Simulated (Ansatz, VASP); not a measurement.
# One calculation of Si2W, two programs

File INCAR:

```
SYSTEM = Si2W
  ALGO = Normal
  EDIFF = 1E-8
  ENCUT = 520
  GGA = PE
  ISIF = 2
  ISMEAR = 0
  LASPH = .TRUE.
  LCHARG = .FALSE.
  LEFG = .TRUE.
  LREAL = .FALSE.
  LWAVE = .FALSE.
  NBANDS = 18
  NELM = 100
  PREC = Accurate
  SIGMA = 0.05
```

The input KPOINTS:

```
k-points
0
G
  18 18 18
  0 0 0
```

File POSCAR:

```
Si2W
1.0
   -1.6145181012      1.6145181012      3.9335261857
    1.6145181012     -1.6145181012      3.9335261857
    1.6145181012      1.6145181012     -3.9335261857
Si W
2 1
Direct
    0.3345558511      0.3345558511      0.0000000000
    0.6654441489      0.6654441489      0.0000000000
    0.0000000000      0.0000000000      0.0000000000
```

Input for Ansatz:

```yaml
crystal:
  lattice:
    - [-1.6145181012, 1.6145181012, 3.9335261857]
    - [1.6145181012, -1.6145181012, 3.9335261857]
    - [1.6145181012, 1.6145181012, -3.9335261857]
  atoms:
    - { symbol: Si, position: [0.3345558511, 0.3345558511, 0.0] }
    - { symbol: Si, position: [0.6654441489, 0.6654441489, 0.0] }
    - { symbol: W, position: [0.0, 0.0, 0.0] }
basis:
  ecutwfc: 420
  ecutrho_ratio: 4
kpoints:
  mp_grid: { grid: [18, 18, 18] }
hamiltonian:
  xc: pbe
scf:
  occupations: { method: gaussian, width: 0.05 }
output:
  forces: true
  stress: true
  eigenvalues: true
  efg: { contact_densities: true }
```

Alike in both runs: task electric field gradients; functional PBE; k mesh 18 × 18 × 18; occupations gaussian, width 0.05 eV; no spin polarisation.

|  | VASP | Ansatz |
| --- | --- | --- |
| version | VASP 6.6.1 | Ansatz 0.2.0 |
| potentials or method | VASP PAW PBE potentials, release 64 (Si, W_sv), cutoff 520 eV | scalar-relativistic, plane waves, PAW |
| valence electrons in the cell | 22 | 22 |

```tsv
	VASP	Ansatz	Ansatz less VASP
gap on the k mesh at the Fermi level (eV)	none	none	-
pressure (GPa)	0.1	0.0	-0.08
size of Vzz on the site where it differs most (V/Å²)	136.8	163.6	+26.82
```

A gap of «none» marks a metal or a gap that the smearing closes. The functional is the same, so the differences come from potentials, cutoffs and numerics.

Spin-orbit coupling is off throughout.
